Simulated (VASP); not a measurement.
# SiC30 (a cell with a defect) in VASP: further runs

SiC30 (a cell with a defect) is run at these levels: PBE+D3(BJ); tasks: single point.

All numbers are computed with VASP 6.6.1; they aren't measurements. Logs are shortened: lines on timing, memory, paths and dates and some standing lists are left out, and cuts for length are marked.

## (1) The cell of the first run

The cell holds a defect, 31 atoms: a = 6.613 Å, b = 6.619 Å, c = 6.619 Å, α = 96.28°, β = 96.34°, γ = 96.34°.

## (2) Single point, PBE+D3(BJ)

Contents of INCAR:

```
SYSTEM = SiC30
ALGO     = Normal         ! electronic algorithm
EDIFF    = 1E-6           ! SCF threshold, eV
ENCUT    = 520            ! plane-wave cutoff, eV
GGA      = PE             ! functional
ISIF     = 2              ! what is computed and relaxed
ISMEAR   = 0              ! smearing method
IVDW     = 12             ! dispersion correction
LASPH    = .True.         ! aspherical terms in the spheres
LCHARG   = .False.        ! write CHGCAR
LREAL    = Auto         
LWAVE    = .False.        ! write WAVECAR
NBANDS   = 83             ! bands
NELM     = 80             ! most SCF steps
PREC     = Accurate       ! precision mode
SIGMA    = 0.02           ! smearing width, eV
```

Contents of KPOINTS:

```
Automatic mesh
0
Gamma
  2 2 2
  0.5 0.5 0.5
```

Contents of POSCAR:

```
SiC30
1.0
    5.6709571555      0.0000000000     -3.4026574436
   -2.8677434780     -4.9298468454     -3.3594911955
   -2.8677434780      4.9298468454     -3.3594911955
Si C
1 30
Direct
    0.3749870355      0.1249811886      0.4999859419
    0.6646206494      0.7996813642      0.5361324061
    0.9171017897      0.5412338798      0.5423152522
    0.4294201322      0.2836933886      0.2863879956
    0.1612150010      0.2835246438      0.5542509041
    0.6764855673      0.0395238211      0.2838445957
    0.9190526650      0.7867510375      0.2914528920
    0.4172947229      0.5412154219      0.0420806461
    0.1700686045      0.5329444019      0.2950716978
    0.6692993066      0.2957966351      0.0363717402
    0.9162535740      0.0411900943      0.0412509481
    0.4111432248      0.7996919451      0.7896226668
    0.1664362303      0.7867361263      0.0440309034
    0.6636776697      0.5511237111      0.7886783526
    0.9113659026      0.2957950392      0.7942965296
    0.1589132584      0.0395938339      0.8015515818
    0.5885758187      0.9662659380      0.4455410391
    0.8329247137      0.7087897485      0.4577111574
    0.0853615661      0.4503015380      0.4638502347
    0.5911558349      0.2104764152      0.1985174230
    0.8386615904      0.9542335870      0.2057310238
    0.0863281201      0.6988824716      0.2113279744
    0.5835628731      0.4632650396      0.9559675669
    0.3388342497      0.4502841646      0.2103546015
    0.8337764737      0.2088401807      0.9587780826
    0.0807091879      0.9542122504      0.9636368839
    0.5799281412      0.7170533046      0.7049269644
    0.3326869266      0.7087693422      0.9579004083
    0.8309633694      0.4632630225      0.7085627322
    0.0734470744      0.2104094797      0.7160890835
    0.3207491022      0.9664769673      0.7137794619
```

Potentials or basis: VASP PAW PBE potentials, release 64 (Si, C).

On the command line:

```sh
$ cat potpaw_PBE.64/Si/POTCAR potpaw_PBE.64/C/POTCAR > POTCAR
$ mpirun -np 1 vasp_std > vasp.out
```

OUTCAR:

```text
SYSTEM = SiC30
   EDIFF = 1E-6
   ENCUT = 520
   GGA = PE
   ISIF = 2
   ISMEAR = 0
   IVDW = 12
   LASPH = .True.
   LREAL = Auto
   NELM = 80
   PREC = Accurate
 IVDW          = 12

 ion  position               nearest neighbor table
   1  0.375  0.125  0.500-  31 1.89  17 1.89   4 1.89   5 1.89
   2  0.665  0.800  0.536-  17 1.42  27 1.44  18 1.44
   3  0.917  0.541  0.542-  29 1.41  18 1.43  19 1.44
   4  0.429  0.284  0.286-  20 1.38  24 1.42   1 1.89
   5  0.161  0.284  0.554-  30 1.38  19 1.42   1 1.89
   6  0.676  0.040  0.284-  17 1.38  21 1.39  20 1.46
   7  0.919  0.787  0.291-  18 1.41  21 1.43  22 1.43
[... 22 lines left out ...]
  30  0.073  0.210  0.716-   5 1.38  15 1.39  16 1.46
  31  0.321  0.966  0.714-  16 1.38  12 1.42   1 1.89

  LATTYP: Found a base centered monoclinic cell.
 ALAT       =     8.8340554103
 B/A-ratio  =     1.1161005034
 C/A-ratio  =     0.7486322134
 COS(beta)  =    -0.1654005518

  Lattice vectors:

 A1 = (  -2.8677434780,  -4.9298468454,  -3.3594911955)
 A2 = (  -2.8677434780,   4.9298468454,  -3.3594911955)
 A3 = (   5.6709571555,   0.0000000000,  -3.4026574436)

Analysis of symmetry for initial positions (statically):
=====================================================================
 Subroutine PRICEL returns:
 Original cell was already a primitive cell.

 Routine SETGRP: Setting up the symmetry group for a
 base centered monoclinic supercell.

 Subroutine GETGRP returns: Found  1 space group operations
 (whereof  1 operations were pure point group operations)
 out of a pool of  4 trial point group operations.

The static configuration has the point symmetry C_1 .

Analysis of symmetry for dynamics (positions and initial velocities):
=====================================================================
 Subroutine PRICEL returns:
 Original cell was already a primitive cell.

 Routine SETGRP: Setting up the symmetry group for a
 base centered monoclinic supercell.

 Subroutine GETGRP returns: Found  1 space group operations
 (whereof  1 operations were pure point group operations)
 out of a pool of  4 trial point group operations.

The dynamic configuration has the point symmetry C_1 .

 Subroutine INISYM returns: Found  1 space group operations
 (whereof  1 operations are pure point group operations),
 and found     1 'primitive' translations

----------------------------------------------------------------------------------------

                                     Primitive cell

  volume of cell :     284.0526

  direct lattice vectors                    reciprocal lattice vectors
     5.670957156  0.000000000 -3.402657444     0.116610618  0.000000000 -0.099541663
    -2.867743478 -4.929846845 -3.359491195    -0.059054477 -0.101423029 -0.098421722
    -2.867743478  4.929846845 -3.359491195    -0.059054477  0.101423029 -0.098421722

  length of vectors
     6.613458455  6.619178474  6.619178474     0.153318554  0.153169506  0.153169506

  position of ions in fractional coordinates (direct lattice)
     0.374987035  0.124981189  0.499985942
     0.664620649  0.799681364  0.536132406
     0.917101790  0.541233880  0.542315252
     0.429420132  0.283693389  0.286387996
     0.161215001  0.283524644  0.554250904
     0.676485567  0.039523821  0.283844596
[... 23 lines left out ...]
     0.073447074  0.210409480  0.716089084
     0.320749102  0.966476967  0.713779462

  ion indices of the primitive-cell ions
   primitive index   ion index
                 1           1
                 2           2
                 3           3
                 4           4
                 5           5
                 6           6
[... 23 lines left out ...]
                30          30
                31          31

----------------------------------------------------------------------------------------

 KPOINTS: Automatic mesh

Automatic generation of k-mesh.
 Grid dimensions read from file:
 generate k-points for:    2    2    2

 Generating k-lattice:

[... 43 lines left out ...]
 Gauss-broadening in eV      SIGMA  =   0.02
  energy-cutoff  :      520.00
  volume of cell :      284.05
 maximum number of plane-waves:      7645
 NGX is ok and might be reduce to    50
   NGX = 25   NGY = 25   NGZ = 25

 number of electron     123.9999996 magnetization

 Free energy of the ion-electron system (eV)
  ---------------------------------------------------
  ext. energy  EPLUGINS =         0.00000000
  ---------------------------------------------------
  free energy    TOTEN  =      -276.78703228 eV

  energy without entropy =     -276.78694789  energy(sigma->0) =     -276.78699008

 E-fermi :   4.1271     XC(G=0): -10.2591

 val. band max:        4.0860623545   @ k =   0.2500   0.2500   0.2500
 cond. band min:       4.1680622857   @ k =   0.2500   0.2500   0.2500
 fundamental gap:      0.0819999312
 Fermi energy:         4.1270623202

 k-point     1 :       0.2500    0.2500    0.2500
  band No.  band energies     occupation
      1     -14.6580      2.00000
      2     -13.4405      2.00000
      3     -13.3614      2.00000
      4     -13.3539      2.00000
      5     -13.1322      2.00000
      6     -12.7596      2.00000
[... 66 lines left out ...]
     73       9.2705      0.00000
     74      11.0656      0.00000

 k-point     2 :      -0.2500    0.2500    0.2500
  band No.  band energies     occupation
      1     -14.5002      2.00000
      2     -14.0720      2.00000
      3     -13.5032      2.00000
      4     -13.3611      2.00000
      5     -12.2123      2.00000
      6     -12.1313      2.00000
[... 66 lines left out ...]
     73       9.7886      0.00000
     74      10.1120      0.00000

 k-point     3 :       0.2500   -0.2500    0.2500
  band No.  band energies     occupation
      1     -14.4270      2.00000
      2     -14.2113      2.00000
      3     -13.6133      2.00000
      4     -13.0501      2.00000
      5     -12.2767      2.00000
      6     -12.0638      2.00000
[... 66 lines left out ...]
     73       9.7740      0.00000
     74       9.9783      0.00000

 k-point     4 :      -0.2500   -0.2500    0.2500
  band No.  band energies     occupation
      1     -14.5001      2.00000
      2     -14.0722      2.00000
      3     -13.5032      2.00000
      4     -13.3610      2.00000
      5     -12.2125      2.00000
      6     -12.1314      2.00000
[... 66 lines left out ...]
     73       9.7895      0.00000
     74      10.1130      0.00000
 [bands above 74 left out]

------------------------ aborting loop because EDIFF is reached ----------------------------------------

 Edisp (eV)   -4.95786

 E8    (eV) :    -1.4456

  FORCE on cell =-STRESS in cart. coord.  units (eV):
  Direction    XX          YY          ZZ          XY          YZ          ZX
  --------------------------------------------------------------------------------------
  -------------------------------------------------------------------------------------
  Total      22.97247    -2.01639    -1.37532   -21.61390    -0.00745    -0.21645
  in kB     129.57449   -11.37327    -7.75739  -121.91158    -0.04202    -1.22087
  external pressure =       36.81 kB  Pullay stress =        0.00 kB

 VOLUME and BASIS-vectors are now :
 -----------------------------------------------------------------------------
  energy-cutoff  :      520.00
  volume of cell :      284.05
      direct lattice vectors                 reciprocal lattice vectors
     5.670957156  0.000000000 -3.402657444     0.116610618  0.000000000 -0.099541663
    -2.867743478 -4.929846845 -3.359491195    -0.059054477 -0.101423029 -0.098421722
    -2.867743478  4.929846845 -3.359491195    -0.059054477  0.101423029 -0.098421722

 POSITION                                       TOTAL-FORCE (eV/Angst)
 -----------------------------------------------------------------------------------
      0.33429      1.84872     -3.37552        -0.000041     -0.001717      0.000189
     -0.06174     -1.29926     -6.74913        -0.005312     -0.002464     -0.001832
      2.09350      0.00533     -6.76076        -0.002877      0.003050     -0.007070
      0.80038      0.01328     -3.37635        -0.041693      0.045781     -0.032885
     -1.48828      1.33464     -3.36306         0.059449     -0.008062      0.030058
      2.90898      1.20446     -3.38820         0.008319     -0.012441     -0.010016
[... 23 lines left out ...]
     -2.24044      2.49292     -3.36248        -0.009275      0.001557     -0.014183
     -2.99959     -1.24576     -6.73621         0.030601     -0.048800     -0.034655
 -----------------------------------------------------------------------------------
    total drift:                               -0.031049     -0.000019     -0.002397

  FREE ENERGIE OF THE ION-ELECTRON SYSTEM (eV)
  ---------------------------------------------------
  free  energy   TOTEN  =      -281.7448967290 eV

  energy  without entropy=     -281.7448123362  energy(sigma->0) =     -281.74485453
```

It took 88 s on 1 thread of AMD EPYC 9R45 (Zen 5), shared host; peak memory 0.33 GiB.

What came out:

* Free energy: -281.7449 eV
* Pressure: 3.7 GPa
* Largest force: 0.070 eV/Å
* Band gap on the k mesh: 0.08 eV
* Dispersion energy per atom: -0.160 eV

Forces on the atoms (eV/Å):
```
Si   0.000 -0.002  0.000
C   -0.005 -0.002 -0.002
C   -0.003  0.003 -0.007
C   -0.042  0.046 -0.033
C    0.059 -0.008  0.030
C    0.008 -0.012 -0.010
C    0.000 -0.005  0.004
C   -0.004  0.003 -0.001
C    0.004 -0.010  0.000
C    0.002 -0.003  0.007
C   -0.009 -0.008  0.001
C    0.002 -0.003 -0.010
C   -0.003 -0.006  0.002
C   -0.006 -0.010  0.008
C    0.003 -0.003 -0.004
C   -0.013  0.000  0.010
C   -0.053  0.006  0.034
C   -0.006 -0.001  0.001
C    0.014  0.006  0.007
C    0.014 -0.001  0.008
C    0.005  0.010 -0.004
C    0.003  0.011 -0.004
C    0.008  0.000 -0.004
C   -0.007  0.007 -0.002
C    0.003  0.009  0.001
C    0.001  0.007  0.005
C    0.008  0.012  0.003
C   -0.002 -0.004  0.007
C   -0.002  0.008  0.001
C   -0.009  0.002 -0.014
C    0.031 -0.049 -0.035
```

Stress tensor (GPa, compression positive):
```
 12.96 -12.19  -0.12
-12.19  -1.14   0.00
 -0.12   0.00  -0.78
```

Levels at points of the mesh, in eV from the valence-band top:
```
           k point  band 59  band 60  band 61  band 62  band 63  band 64  band 65  band 66
(0.25, 0.25, 0.25)    -1.88    -1.60    -0.91     0.00     0.08     2.46     2.61     2.70
```

## (3) Single point, PBE+D3(BJ)

Contents of INCAR:

```
SYSTEM = SiC30
PREC = Accurate ; ENCUT = 520
EDIFF = 1E-6 ; ISMEAR = 0
SIGMA = 0.02 ; LREAL = Auto
LASPH = .TRUE. ; NELM = 100
ALGO = Normal ; ISIF = 2
LWAVE = .FALSE. ; LCHARG = .FALSE.
GGA = PE ; IVDW = 12
NBANDS = 83
```

KPOINTS is that of step 2.

Contents of POSCAR:

```
SiC30
1.0
    5.6709571555      0.0000000000     -3.4026574436
   -2.8677434780     -4.9298468454     -3.3594911955
   -2.8677434780      4.9298468454     -3.3594911955
Si C
1 30
Direct
    0.3745613498      0.1258801492      0.4995231969
    0.6611452719      0.7976881466      0.5333655336
    0.9165862352      0.5419968157      0.5417860586
    0.4384486819      0.2947335786      0.2958571429
    0.1509921480      0.2748627769      0.5436208218
    0.6741256703      0.0395647772      0.2823370250
    0.9181733963      0.7874086130      0.2905556524
    0.4169486584      0.5422078069      0.0417391154
    0.1694895272      0.5341067961      0.2945240997
    0.6676814197      0.2955923293      0.0350225712
    0.9158302373      0.0418660699      0.0408153273
    0.4138434870      0.8031135730      0.7916649415
    0.1661413920      0.7880369907      0.0437513942
    0.6633616498      0.5514983982      0.7883737082
    0.9121775025      0.2977463307      0.7948177564
    0.1599487592      0.0421449006      0.8016751897
    0.5781970175      0.9570290186      0.4356487241
    0.8323686815      0.7095887887      0.4571606629
    0.0824186827      0.4486744481      0.4602624349
    0.5917708021      0.2122274797      0.1999774034
    0.8391088551      0.9562233420      0.2064452828
    0.0857352970      0.7002989277      0.2107474110
    0.5835615642      0.4643956500      0.9559449975
    0.3407113425      0.4540690150      0.2129266352
    0.8333154243      0.2099546935      0.9583028909
    0.0792932548      0.9540568054      0.9619369691
    0.5795796637      0.7176831799      0.7046101571
    0.3323232086      0.7098009617      0.9575220448
    0.8303483236      0.4637546752      0.7079626674
    0.0724313033      0.2096567249      0.7141671241
    0.3305050322      0.9769282879      0.7230790226
```

Potentials or basis: VASP PAW PBE potentials, release 64 (Si, C).

On the command line:

```sh
$ cat potpaw_PBE.64/Si/POTCAR potpaw_PBE.64/C/POTCAR > POTCAR
$ mpirun -np 1 vasp_std > vasp.out
```

Run time: 90 s. Hardware: 1 thread of AMD EPYC 9R45 (Zen 5), shared host; peak memory 0.32 GiB.

The run converged. Its results:

```yaml
Free_energy: -281.9063 eV
Pressure: 2.8 GPa
Largest_force: 0.384 eV/Å
Band_gap_on_the_k_mesh: 0.30 eV
Dispersion_energy_per_atom: -0.160 eV
```

Forces in eV/Å, atoms in the order of the input:
```
Si   0.001 -0.003 -0.001
C   -0.019  0.008  0.098
C   -0.002 -0.002 -0.004
C   -0.042  0.028 -0.363
C    0.053 -0.014  0.366
C   -0.022 -0.026  0.046
C   -0.002 -0.016  0.016
C   -0.006 -0.004 -0.006
C    0.007 -0.013 -0.001
C   -0.013 -0.008  0.037
C   -0.010 -0.012 -0.002
C    0.016 -0.011 -0.103
C   -0.008 -0.008 -0.011
C    0.002  0.009  0.006
C    0.009 -0.014 -0.038
C   -0.016 -0.035 -0.053
C   -0.047  0.028  0.380
C   -0.007  0.001  0.006
C    0.027 -0.010  0.104
C    0.016  0.025 -0.047
C   -0.001  0.013 -0.035
C    0.006  0.001 -0.007
C    0.011  0.006 -0.018
C   -0.019  0.017 -0.094
C   -0.001  0.009 -0.001
C    0.008  0.010  0.038
C    0.008  0.019  0.004
C   -0.007  0.000  0.000
C    0.001  0.015  0.009
C    0.018  0.019  0.041
C    0.038 -0.035 -0.369
```

Stress tensor (GPa, compression positive):
```
 11.07 -11.06  -0.15
-11.06  -1.70  -0.10
 -0.15  -0.10  -0.86
```

Levels at points of the mesh, in eV from the valence-band top:
```csv
k point,band 60,band 61,band 62,band 63,band 64,band 65
"(0.25, 0.25, 0.25)",-1.63,-0.96,-0.43,0.37,2.44,2.61
```

## (4) Single point, PBE+D3(BJ)

Contents of INCAR:

```
PREC = Accurate
ENCUT = 520
EDIFF = 1E-6
ISMEAR = 0
SIGMA = 0.02
LREAL = Auto
LASPH = T
NELM = 60
ALGO = Normal
ISIF = 2
LWAVE = F
LCHARG = F
GGA = PE
IVDW = 12
NBANDS = 83
```

KPOINTS is that of step 3.

Contents of POSCAR:

```
SiC30
1.0
    5.6709571555      0.0000000000     -3.4026574436
   -2.8677434780     -4.9298468454     -3.3594911955
   -2.8677434780      4.9298468454     -3.3594911955
Si C
1 30
Direct
    0.3754161739      0.1240787576      0.5004575901
    0.6675447252      0.8012846217      0.5397026617
    0.9176290002      0.5404093313      0.5428373986
    0.4195540408      0.2731352633      0.2769787904
    0.1717013784      0.2928701410      0.5642438859
    0.6775444882      0.0403201690      0.2858093369
    0.9196570428      0.7862510397      0.2920405548
    0.4176862188      0.5402081613      0.0424853969
    0.1704096477      0.5323113217      0.2953784034
    0.6707271080      0.2959612440      0.0380814274
    0.9167126383      0.0400695995      0.0417240120
    0.4093074334      0.7959425333      0.7870909398
    0.1664501270      0.7856179084      0.0440691109
    0.6642704502      0.5497028735      0.7892579828
    0.9109029416      0.2937884334      0.7935694767
    0.1582570013      0.0378005208      0.8000497585
    0.5989089096      0.9750425470      0.4562897175
    0.8334135881      0.7080034059      0.4582130902
    0.0887918854      0.4522514783      0.4665705844
    0.5900853608      0.2078908132      0.1983598883
    0.8378421950      0.9522760201      0.2051992618
    0.0866447657      0.6985126823      0.2116324454
    0.5838709591      0.4619734255      0.9562577464
    0.3361550760      0.4468927769      0.2083342502
    0.8341969975      0.2081666637      0.9592123079
    0.0823332236      0.9544260181      0.9649932835
    0.5805150255      0.7158931141      0.7054808230
    0.3330609794      0.7078026307      0.9582712637
    0.8318242314      0.4625906171      0.7094443305
    0.0758423911      0.2104047334      0.7176308356
    0.3116201094      0.9553307157      0.7042097298
```

On the command line:

```sh
$ cat potpaw_PBE.64/Si/POTCAR potpaw_PBE.64/C/POTCAR > POTCAR
$ mpirun -np 1 vasp_std > vasp.out
```

It took 3.1 min on 1 thread of Intel Xeon 8259CL, shared host; peak memory 0.36 GiB.

It converged, with:

- Free energy: -281.9047 eV
- Pressure: 2.8 GPa
- Largest force: 0.376 eV/Å
- Band gap on the k mesh: 0.30 eV
- Dispersion energy per atom: -0.160 eV

Forces on the atoms (eV/Å):
```
Si  -0.002 -0.003  0.000
C   -0.022  0.000 -0.107
C   -0.007  0.000 -0.005
C   -0.039  0.031  0.373
C    0.051 -0.022 -0.369
C   -0.020 -0.027 -0.046
C   -0.003 -0.011 -0.009
C   -0.007  0.001 -0.002
C   -0.003 -0.019 -0.002
C   -0.002 -0.001 -0.038
C   -0.011 -0.016 -0.003
C    0.016 -0.012  0.097
C   -0.006 -0.009  0.017
C    0.004  0.002  0.005
C    0.002 -0.013  0.037
C   -0.012 -0.021  0.054
C   -0.053  0.010 -0.362
C   -0.003  0.004  0.002
C    0.020 -0.004 -0.100
C    0.011  0.026  0.047
C    0.002  0.014  0.039
C    0.001  0.002 -0.007
C    0.009  0.010  0.006
C   -0.016  0.011  0.101
C    0.009  0.017 -0.001
C    0.012  0.009 -0.041
C    0.010  0.020  0.003
C    0.001  0.001  0.006
C    0.001  0.012 -0.014
C    0.014  0.022 -0.047
C    0.041 -0.033  0.368
```

Stress tensor (GPa, compression positive):
```
 11.09 -11.08  -0.16
-11.08  -1.72  -0.09
 -0.16  -0.09  -0.85
```

Levels at points of the mesh, in eV from the valence-band top:
```tsv
k point	band 59	band 60	band 61	band 62	band 63	band 64	band 65	band 66
(0.25, 0.25, 0.25)	-1.86	-1.63	-0.95	-0.42	0.37	2.44	2.61	2.70
```
